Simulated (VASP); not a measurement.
# EuO (Fm-3m) in VASP: single point with LDA+U

Aim: the single point of EuO with LDA+U.

Everything below comes from runs of VASP 6.6.1. Logs are shortened: lines on timing, memory, paths and dates and some standing lists are left out, and cuts for length are marked.

### 1 The cell of the first run

The structure is cubic, space group Fm-3m (No. 225). The conventional cell has a = 5.144 Å, b = 5.144 Å, c = 5.144 Å, α = 90.00°, β = 90.00°, γ = 90.00°. Eu (site symmetry m-3m) has 6 O at 2.57 Å within 3.4 Å. Within 3.4 Å of O (site symmetry m-3m) lie 6 Eu at 2.57 Å.

### 2 Single point, LDA+U

Input file INCAR:

```
SYSTEM = EuO
PREC = Accurate
ENCUT = 600
EDIFF = 1E-6
ISMEAR = 0
SIGMA = 0.05
LREAL = .False.
LASPH = .True.
NELM = 200
ALGO = Normal
ISIF = 2
LWAVE = .False.
LCHARG = .False.
LMAXMIX = 6
LDAU = .True.
LDAUTYPE = 2
LDAUL = 3 -1
LDAUU = 2 0
LDAUJ = 0 0
LDAUPRINT = 1
GGA = CA
NBANDS = 18
GGA_COMPAT = .False.
```

Input file KPOINTS:

```
regular mesh
0
Gamma
  6 6 6
  0 0 0
```

Input file POSCAR:

```
EuO
1.0
    0.0000000000      2.5719519700      2.5719519700
    2.5719519700      0.0000000000      2.5719519700
    2.5719519700      2.5719519700      0.0000000000
Eu O
1 1
Direct
    0.5000000000      0.5000000000      0.5000000000
    0.0000000000      0.0000000000      0.0000000000
```

Potentials or basis: VASP PAW PBE potentials, release 64 (Eu, O).

Command:

```
$ cat potpaw_PBE.64/Eu/POTCAR potpaw_PBE.64/O/POTCAR > POTCAR
$ mpirun -np 1 vasp_std > vasp.out
```

OUTCAR:

```text
SYSTEM = EuO
   PREC = Accurate
   ENCUT = 600
   EDIFF = 1E-6
   ISMEAR = 0
   LREAL = .False.
   LASPH = .True.
   NELM = 200
   ISIF = 2
   GGA = CA

 ion  position               nearest neighbor table
   1  0.500  0.500  0.500-   2 2.57   2 2.57   2 2.57   2 2.57   2 2.57   2 2.57
   2  0.000  0.000  0.000-   1 2.57   1 2.57   1 2.57   1 2.57   1 2.57   1 2.57

  LATTYP: Found a face centered cubic cell.
 ALAT       =     5.1439039400

  Lattice vectors:

 A1 = (   0.0000000000,   2.5719519700,   2.5719519700)
 A2 = (   2.5719519700,   0.0000000000,   2.5719519700)
 A3 = (   2.5719519700,   2.5719519700,   0.0000000000)

Analysis of symmetry for initial positions (statically):
=====================================================================
 Subroutine PRICEL returns:
 Original cell was already a primitive cell.

 Routine SETGRP: Setting up the symmetry group for a
 face centered cubic supercell.

 Subroutine GETGRP returns: Found 48 space group operations
 (whereof 48 operations were pure point group operations)
 out of a pool of 48 trial point group operations.

The static configuration has the point symmetry O_h .

Analysis of symmetry for dynamics (positions and initial velocities):
=====================================================================
 Subroutine PRICEL returns:
 Original cell was already a primitive cell.

 Routine SETGRP: Setting up the symmetry group for a
 face centered cubic supercell.

 Subroutine GETGRP returns: Found 48 space group operations
 (whereof 48 operations were pure point group operations)
 out of a pool of 48 trial point group operations.

The dynamic configuration has the point symmetry O_h .

 Subroutine INISYM returns: Found 48 space group operations
 (whereof 48 operations are pure point group operations),
 and found     1 'primitive' translations

----------------------------------------------------------------------------------------

                                     Primitive cell

  volume of cell :      34.0266

  direct lattice vectors                    reciprocal lattice vectors
     0.000000000  2.571951970  2.571951970    -0.194404875  0.194404875  0.194404875
     2.571951970  0.000000000  2.571951970     0.194404875 -0.194404875  0.194404875
     2.571951970  2.571951970  0.000000000     0.194404875  0.194404875 -0.194404875

  length of vectors
     3.637289358  3.637289358  3.637289358     0.336719120  0.336719120  0.336719120

  position of ions in fractional coordinates (direct lattice)
     0.500000000  0.500000000  0.500000000
     0.000000000  0.000000000  0.000000000

  ion indices of the primitive-cell ions
   primitive index   ion index
                 1           1
                 2           2

----------------------------------------------------------------------------------------

 KPOINTS: regular mesh

Automatic generation of k-mesh.
 Grid dimensions read from file:
 generate k-points for:    6    6    6

 Generating k-lattice:

  Cartesian coordinates                     Fractional coordinates (reciprocal lattice)
    -0.032400812  0.032400812  0.032400812     0.166666667  0.000000000  0.000000000
     0.032400812 -0.032400812  0.032400812     0.000000000  0.166666667  0.000000000
[... 72 lines left out ...]
  Thomas-Fermi vector in A             =   2.555894
   LORBIT       =      0    0 simple, 1 ext, 2 COOP (PROOUT), +10 PAW based schemes
 LDA+U is selected, type is set to LDAUTYPE =  2
   angular momentum for each species LDAUL =     3   -1
   U (eV)           for each species LDAUU =   2.0  0.0
   J (eV)           for each species LDAUJ =   0.0  0.0
   GGA     = CA    functional components
   LHFCALC =     F    Hartree Fock is set to
   AEXX    =    0.0000 exact exchange contribution
   IVDW    =     0    specifies the selected vdW correction
   LEPSILON=     F    determine dielectric tensor
   LRPA    =     F    only Hartree local field effects (RPA)
 non-spin polarized calculation
 Gauss-broadening in eV      SIGMA  =   0.05
  energy-cutoff  :      600.00
  volume of cell :       34.03
 maximum number of plane-waves:      1158
 NGX is ok and might be reduce to    30
   NGX = 15   NGY = 15   NGZ = 15

atom =   1  type =  1  l = 3

 onsite density matrix

spin component  1

  0.4120  0.0000 -0.4361  0.0000 -0.0000 -0.0000  0.0000
  0.0000  0.0532  0.0000  0.0000  0.0000  0.0000 -0.0000
 -0.4361  0.0000  0.6371  0.0000  0.0000 -0.0000 -0.0000
  0.0000  0.0000  0.0000  0.0742  0.0000 -0.0000  0.0000
 -0.0000  0.0000  0.0000  0.0000  0.6371  0.0000  0.4361
 -0.0000  0.0000 -0.0000 -0.0000  0.0000  0.9749  0.0000
  0.0000 -0.0000 -0.0000  0.0000  0.4361  0.0000  0.4120

spin component  2

  0.4120  0.0000 -0.4361  0.0000 -0.0000 -0.0000  0.0000
  0.0000  0.0532  0.0000  0.0000  0.0000  0.0000 -0.0000
 -0.4361  0.0000  0.6371  0.0000  0.0000 -0.0000 -0.0000
  0.0000  0.0000  0.0000  0.0742  0.0000 -0.0000  0.0000
 -0.0000  0.0000  0.0000  0.0000  0.6371  0.0000  0.4361
 -0.0000  0.0000 -0.0000 -0.0000  0.0000  0.9749  0.0000
  0.0000 -0.0000 -0.0000  0.0000  0.4361  0.0000  0.4120

 occupancies and eigenvectors

  o =  0.0532  v =  0.0000 -1.0000  0.0000  0.0000  0.0000 -0.0000  0.0000  0.0000  0.0000  0.0000  0.0000  0.0000  0.0000  0.0000      0.0000  0.0000  0.0000  0.0000  0.0000  0.0000  0.0000  0.0000  0.0000  0.0000  0.0000  0.0000  0.0000  0.0000
  o =  0.0532  v =  0.0000  0.0000  0.0000  0.0000  0.0000  0.0000  0.0000  0.0000 -1.0000  0.0000  0.0000  0.0000 -0.0000  0.0000      0.0000  0.0000  0.0000  0.0000  0.0000  0.0000  0.0000  0.0000  0.0000  0.0000  0.0000  0.0000  0.0000  0.0000
  o =  0.0742  v =  0.0525  0.0000  0.0407  0.0016 -0.6110 -0.0000  0.7888  0.0000  0.0000  0.0000  0.0000  0.0000  0.0000  0.0000      0.0000  0.0000  0.0000  0.0000  0.0000  0.0000  0.0000  0.0000  0.0000  0.0000  0.0000  0.0000  0.0000  0.0000
  o =  0.0742  v =  0.0000  0.0000  0.0000  0.0000  0.0000  0.0000  0.0000  0.0525  0.0000  0.0407  0.0016 -0.6110 -0.0000  0.7888      0.0000  0.0000  0.0000  0.0000  0.0000  0.0000  0.0000  0.0000  0.0000  0.0000  0.0000  0.0000  0.0000  0.0000
  o =  0.0742  v =  0.7888  0.0000  0.6110 -0.0002  0.0407  0.0000 -0.0525  0.0000  0.0000  0.0000  0.0000  0.0000  0.0000  0.0000      0.0000  0.0000  0.0000  0.0000  0.0000  0.0000  0.0000  0.0000  0.0000  0.0000  0.0000  0.0000  0.0000  0.0000
  o =  0.0742  v =  0.0000  0.0000  0.0000  0.0000  0.0000  0.0000  0.0000  0.7888  0.0000  0.6110 -0.0002  0.0407  0.0000 -0.0525      0.0000  0.0000  0.0000  0.0000  0.0000  0.0000  0.0000  0.0000  0.0000  0.0000  0.0000  0.0000  0.0000  0.0000
  o =  0.0742  v =  0.0000  0.0000  0.0000  0.0000  0.0000  0.0000  0.0000 -0.0000 -0.0000 -0.0000 -1.0000 -0.0010 -0.0000  0.0013      0.0000  0.0000  0.0000  0.0000  0.0000  0.0000  0.0000  0.0000  0.0000  0.0000  0.0000  0.0000  0.0000  0.0000
  o =  0.0742  v = -0.0000 -0.0000 -0.0000 -1.0000 -0.0010 -0.0000  0.0013  0.0000  0.0000  0.0000  0.0000  0.0000  0.0000  0.0000      0.0000  0.0000  0.0000  0.0000  0.0000  0.0000  0.0000  0.0000  0.0000  0.0000  0.0000  0.0000  0.0000  0.0000
  o =  0.9749  v =  0.6124 -0.0000 -0.7906 -0.0000 -0.0000  0.0000  0.0000  0.0000  0.0000  0.0000  0.0000  0.0000  0.0000  0.0000      0.0000  0.0000  0.0000  0.0000  0.0000  0.0000  0.0000  0.0000  0.0000  0.0000  0.0000  0.0000  0.0000  0.0000
  o =  0.9749  v =  0.0000  0.0000  0.0000  0.0000  0.0000  0.0000  0.0000  0.0000  0.0000 -0.0000 -0.0000  0.7906  0.0001  0.6124      0.0000  0.0000  0.0000  0.0000  0.0000  0.0000  0.0000  0.0000  0.0000  0.0000  0.0000  0.0000  0.0000  0.0000
  o =  0.9749  v =  0.0000  0.0000 -0.0000 -0.0000  0.7906  0.0001  0.6124  0.0000  0.0000  0.0000  0.0000  0.0000  0.0000  0.0000      0.0000  0.0000  0.0000  0.0000  0.0000  0.0000  0.0000  0.0000  0.0000  0.0000  0.0000  0.0000  0.0000  0.0000
  o =  0.9749  v =  0.0000  0.0000  0.0000  0.0000  0.0000  0.0000  0.0000  0.6124 -0.0000 -0.7906 -0.0000 -0.0000  0.0000  0.0000      0.0000  0.0000  0.0000  0.0000  0.0000  0.0000  0.0000  0.0000  0.0000  0.0000  0.0000  0.0000  0.0000  0.0000
  o =  0.9749  v =  0.0000  0.0000  0.0000  0.0000  0.0000  0.0000  0.0000 -0.0000 -0.0000  0.0000  0.0000 -0.0000  1.0000 -0.0000      0.0000  0.0000  0.0000  0.0000  0.0000  0.0000  0.0000  0.0000  0.0000  0.0000  0.0000  0.0000  0.0000  0.0000
  o =  0.9749  v = -0.0000 -0.0000  0.0000  0.0000 -0.0000  1.0000 -0.0000  0.0000  0.0000  0.0000  0.0000  0.0000  0.0000  0.0000      0.0000  0.0000  0.0000  0.0000  0.0000  0.0000  0.0000  0.0000  0.0000  0.0000  0.0000  0.0000  0.0000  0.0000

 number of electron      22.9999996 magnetization

 Free energy of the ion-electron system (eV)
  ---------------------------------------------------
  ext. energy  EPLUGINS =         0.00000000
  ---------------------------------------------------
  free energy    TOTEN  =       -14.99265509 eV

  energy without entropy =      -14.98560142  energy(sigma->0) =      -14.98912826

 E-fermi :   4.5197     XC(G=0): -11.4742

 val. band max:        4.4150954401   @ k =   0.5000   0.3333   0.1667
 cond. band min:       4.5330717965   @ k =  -0.1667   0.1667   0.0000
 fundamental gap:      0.1179763564
 Fermi energy:         4.5196749228

 k-point     1 :       0.0000    0.0000    0.0000
  band No.  band energies     occupation
      1     -36.5484      2.00000
      2     -15.1476      2.00000
      3     -15.1476      2.00000
      4     -15.1476      2.00000
      5     -14.2037      2.00000
      6       0.3995      2.00000
[... 313 lines left out ...]
      5     -13.5555      2.00000
      6      -0.4631      2.00000
[... 10 lines left out ...]
     17       7.9735      0.00000
     18       8.5105      0.00000

------------------------ aborting loop because EDIFF is reached ----------------------------------------

  FORCE on cell =-STRESS in cart. coord.  units (eV):
  Direction    XX          YY          ZZ          XY          YZ          ZX
  --------------------------------------------------------------------------------------
  -------------------------------------------------------------------------------------
  Total       -4.2773150     -4.2773150     -4.2773150     -0.0000000     -0.0000000      0.0000000
  in kB     -201.4017570   -201.4017570   -201.4017570     -0.0000000     -0.0000000      0.0000000
  external PRESSURE =    -201.4017570 kB  Pullay stress =       0.0000000 kB

 VOLUME and BASIS-vectors are now :
 -----------------------------------------------------------------------------
  energy-cutoff  :      600.00
  volume of cell :       34.03
      direct lattice vectors                 reciprocal lattice vectors
     0.000000000  2.571951970  2.571951970    -0.194404875  0.194404875  0.194404875
     2.571951970  0.000000000  2.571951970     0.194404875 -0.194404875  0.194404875
     2.571951970  2.571951970  0.000000000     0.194404875  0.194404875 -0.194404875

 POSITION                                       TOTAL-FORCE (eV/Angst)
 -----------------------------------------------------------------------------------
      2.57195      2.57195      2.57195        -0.000000     -0.000000     -0.000000
      0.00000      0.00000      0.00000         0.000000      0.000000      0.000000
 -----------------------------------------------------------------------------------
    total drift:                                0.000000     -0.000000      0.000000

  FREE ENERGIE OF THE ION-ELECTRON SYSTEM (eV)
  ---------------------------------------------------
  free  energy   TOTEN  =       -14.9926550931 eV

  energy  without entropy=      -14.9856014236  energy(sigma->0) =      -14.98912826
```

Wall time 76 s (1 thread of AMD EPYC 7R13 (Zen 3), shared host); peak memory 0.14 GiB.

What came out:

* Free energy: -14.9927 eV
* Pressure: -20.1 GPa

Eigenvalues of the final occupation matrices:
| site | spin | trace | eigenvalues |
| --- | --- | --- | --- |
| site 1 f | 1 | 3.20 | 0.05 0.07 0.07 0.07 0.97 0.97 0.97 |
| site 1 f | 2 | 3.20 | 0.05 0.07 0.07 0.07 0.97 0.97 0.97 |

Caveat: the PAW data sets were made with another functional, which shifts forces and pressure a little; spin-orbit coupling is left out, which moves the levels of the heavy elements; an odd number of electrons without spin polarisation forces a metal; a magnetic or distorted state may lie lower; the run has no spin polarisation, though such a crystal can be magnetic; U without spin polarisation on a metal has little footing.
